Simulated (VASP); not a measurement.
Input of a VASP 6.6.1 run:

Contents of INCAR:

```
SYSTEM = CdH2O2
  PREC = Accurate
  ENCUT = 600
  EDIFF = 1E-6
  ISMEAR = 0
  SIGMA = 0.01
  LREAL = .FALSE.
  LASPH = .TRUE.
  NELM = 120
  ALGO = Normal
  ISIF = 2
  LWAVE = .FALSE.
  LCHARG = .FALSE.
  GGA = PS
  NBANDS = 21
  GGA_COMPAT = .FALSE.
```

Contents of KPOINTS:

```
Automatic mesh
0
Gamma
  6 6 4
  0 0 0.5
```

The input POSCAR:

```
CdH2O2
1.0
    3.5019706991      0.0000000000      0.0000000000
   -1.7509853495      3.0327955887      0.0000000000
    0.0000000000      0.0000000000      4.5691751517
Cd H O
1 2 2
Direct
    0.0000000000      0.0000000000      0.0000000000
    0.6666666667      0.3333333333      0.5468707629
    0.3333333333      0.6666666667      0.4531292371
    0.6666666667      0.3333333333      0.7582065004
    0.3333333333      0.6666666667      0.2417934996
```

Potentials or basis: VASP PAW PBE potentials, release 64 (Cd, H, O).

Run with:

```console
$ cat potpaw_PBE.64/Cd/POTCAR potpaw_PBE.64/H/POTCAR potpaw_PBE.64/O/POTCAR > POTCAR
$ mpirun -np 1 vasp_std > vasp.out
```

**Question.** Predict the pressure.

**Answer.** 1.9 GPa.

**Question.** Predict the largest force.

**Answer.** 0.724 eV/Å.

**Question.** What does it give for the band gap on the k mesh?

**Answer.** 1.91 eV (least direct gap 2.18 eV).

Stress tensor (GPa, compression positive):
```
0.57 0.00 0.00
0.00 0.57 0.00
0.00 0.00 4.66
```

Caveat: the PAW data sets were made with another functional, which shifts forces and pressure a little; a shifted mesh leaves out Γ, where band edges can lie. A k mesh can miss the band edges.
